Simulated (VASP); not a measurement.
A run of VASP 6.6.1 is set up as follows.

Contents of INCAR:

```
ALGO     = Normal         # electronic algorithm
EDIFF    = 1E-6           # SCF threshold, eV
ENCUT    = 520            # plane-wave cutoff, eV
GGA      = PE             # functional
ISIF     = 2              # what is computed and relaxed
ISMEAR   = -1             # smearing method
IVDW     = 12             # dispersion correction
LASPH    = T              # aspherical terms in the spheres
LCHARG   = F              # write CHGCAR
LREAL    = Auto         
LWAVE    = F              # write WAVECAR
NBANDS   = 52             # bands
NELECT   = 74.0         
NELM     = 80             # most SCF steps
PREC     = Accurate       # precision mode
SIGMA    = 0.02           # smearing width, eV
```

The input KPOINTS:

```
k-points
0
Gamma
  2 2 2
```

The input POSCAR:

```
CuSi16
1.0
    0.0000000000      5.4300000000      5.4300000000
    5.4300000000      0.0000000000      5.4300000000
    5.4300000000      5.4300000000      0.0000000000
Si Cu
16 1
Direct
   -0.0116327808     -0.0018979742      0.0094736648
    0.1185287293      0.1382187845      0.1286139963
   -0.0052890424      0.0095472376      0.5025604972
    0.1194596685      0.1241410681      0.6374156538
    0.0063142726      0.5061553407     -0.0323146409
    0.1138884899      0.6142844383      0.1231385820
   -0.0037591160      0.4966615101      0.4974569061
    0.1355733886      0.6357523941      0.5959409761
    0.5014007366      0.0016511971      0.0117543278
    0.6170584715      0.1175662063      0.1541339779
    0.4920325967     -0.0073994475      0.5252729282
    0.6220478821      0.1225574586      0.6392162063
    0.4978455801      0.4888651013      0.0091752302
    0.6382986188      0.6188334254      0.1282389503
    0.5093938306      0.4952218232      0.5021813076
    0.6237460405      0.6200401473      0.6371434622
    0.2735907919      0.7735736648      0.1706314917
```

Potentials or basis: VASP PAW PBE potentials, release 64 (Si, Cu).

Run with:

```bash
$ cat potpaw_PBE.64/Si/POTCAR potpaw_PBE.64/Cu/POTCAR > POTCAR
$ mpirun -np 1 vasp_std > vasp.out
```

**Question.** Estimate the dispersion energy per atom.

**Answer.** -0.334 eV.

**Question.** Predict the largest force.

**Answer.** 0.022 eV/Å.

Forces on the atoms (eV/Å):
```
Si  -0.002 -0.006 -0.004
Si   0.015 -0.008  0.014
Si  -0.005 -0.003  0.000
Si   0.001 -0.001 -0.003
Si   0.004  0.001 -0.006
Si  -0.001  0.001  0.004
Si  -0.001  0.002 -0.001
Si   0.010  0.005 -0.003
Si  -0.004 -0.001  0.005
Si   0.001 -0.001  0.005
Si  -0.005 -0.004 -0.004
Si  -0.001  0.001  0.004
Si  -0.005  0.001 -0.007
Si  -0.008  0.012  0.014
Si  -0.005 -0.004 -0.005
Si   0.003  0.003 -0.001
Cu   0.002  0.000 -0.012
```

Caveat: the k points lie up to 0.50 Å⁻¹ apart; the cell carries a net charge on a neutralising background, which shifts energy and pressure.
